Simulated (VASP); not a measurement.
The system is NbTe.

```
Te Nb
1.0
     3.70297    0.00000    0.00000
    -1.85149    3.20687    0.00000
     0.00000    0.00000    3.69421
Te Nb
1 1
Direct
  0.66667 0.33333 0.00000
  0.00000 0.00000 0.50000
```

- Program: VASP 6.6.1
- Task: relaxation of cell and atoms
- Functional: PBEsol
- Dispersion: D4
- Potentials or basis: VASP PAW PBE potentials, release 64 (Te, Nb_sv)
- Cutoff: 600 eV
- k mesh: 8 × 8 × 7
- Occupations: fermi-dirac, width 0.05 eV
- Spin: no spin polarisation

At the start: pressure -7.2 GPa; volume 21.93 Å³/atom.

**Question.** How do energy, volume and symmetry change on relaxing?

**Answer.** Over 6 steps the energy falls by 31.4 meV/atom and the volume is 20.62 Å³/atom (-6.0 %); space group P-6m2 (No. 187, to 0.05 Å).

Step by step:
| step | energy change (eV) | largest force (eV/Å) | pressure (GPa) | volume (Å³) |
| --- | --- | --- | --- | --- |
| 1 | 0.0000 | 0.0000 | -7.24 | 43.87 |
| 2 | 0.0959 | 0.0000 | 15.37 | 37.87 |
| 3 | -0.0593 | 0.0000 | -0.20 | 41.44 |
| 4 | -0.0593 | 0.0000 | -0.03 | 41.39 |
| 5 | -0.0623 | 0.0000 | -0.01 | 41.30 |
| 6 | -0.0628 | 0.0000 | 0.00 | 41.24 |

Final structure:
```
CELL_PARAMETERS angstrom
3.60554 0.00000 0.00000
-1.80277 3.12249 0.00000
0.00000 0.00000 3.66299
ATOMIC_POSITIONS crystal
Te 0.66667 0.33333 0.00000
Nb 0.00000 0.00000 0.50000
```

Caveat: the PAW data sets were made with another functional, which shifts forces and pressure a little; pairwise dispersion overbinds metals, which lowers pressure and volume.
